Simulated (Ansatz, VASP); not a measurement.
One calculation of K, two programs

INCAR

```
SYSTEM = K
PREC     = Accurate       ! precision mode
ENCUT    = 520            ! plane-wave cutoff, eV
EDIFF    = 1E-7           ! SCF threshold, eV
ISMEAR   = 0              ! smearing method
SIGMA    = 0.05           ! smearing width, eV
LREAL    = .False.        ! projectors in reciprocal space
LASPH    = .True.         ! aspherical terms in the spheres
NELM     = 100            ! most SCF steps
ALGO     = Fast           ! electronic algorithm
ISIF     = 2              ! what is computed and relaxed
LWAVE    = .False.        ! write WAVECAR
LCHARG   = .False.        ! write CHGCAR
GGA      = PE             ! functional
NBANDS   = 16             ! bands
```

The input KPOINTS:

```
Automatic mesh
0
Gamma
  8 8 8
  0 0 0
```

POSCAR

```
K
1.0
    0.0000000000     -4.4162180942      0.0000000000
    4.4162180942      0.0000000000      0.0000000000
   -2.2081090471      2.2081090471      8.0458679461
K
2
Direct
    0.2500000000      0.7500000000      0.5000000000
    0.5000000000      0.5000000000      0.0000000000
```

Input for Ansatz:

```yaml
crystal:
  lattice:
    - [0.0, -4.4162180942, 0.0]
    - [4.4162180942, 0.0, 0.0]
    - [-2.2081090471, 2.2081090471, 8.0458679461]
  atoms:
    - { symbol: K, position: [0.25, 0.75, 0.5] }
    - { symbol: K, position: [0.5, 0.5, 0.0] }
basis:
  ecutwfc: 420
  fft_grid_basis: typed
kpoints:
  mp_grid: { grid: [8, 8, 8] }
hamiltonian:
  xc: pbe
  pseudopotentials: { kind: paw }
scf:
  occupations: { method: gaussian, width: 0.05 }
output:
  forces: true
  stress: true
  eigenvalues: true
  bader: true
  write_density: true
  volumetric_format: npy
  elf: true
```

Alike in both runs: task single point; functional PBE; k mesh 8 × 8 × 8; occupations gaussian, width 0.05 eV; no spin polarisation.

|  | VASP | Ansatz |
| --- | --- | --- |
| version | VASP 6.6.1 | Ansatz 0.2.0 |
| potentials or method | VASP PAW PBE potentials, release 64 (K_sv), cutoff 520 eV | scalar-relativistic, plane waves, PAW |
| valence electrons in the cell | 18 | 18 |

```csv
,VASP,Ansatz,Ansatz less VASP
gap on the k mesh at the Fermi level (eV),none,none,-
pressure (GPa),-0.1,-0.1,+0.01
```

A gap of «none» marks a metal or a gap that the smearing closes.
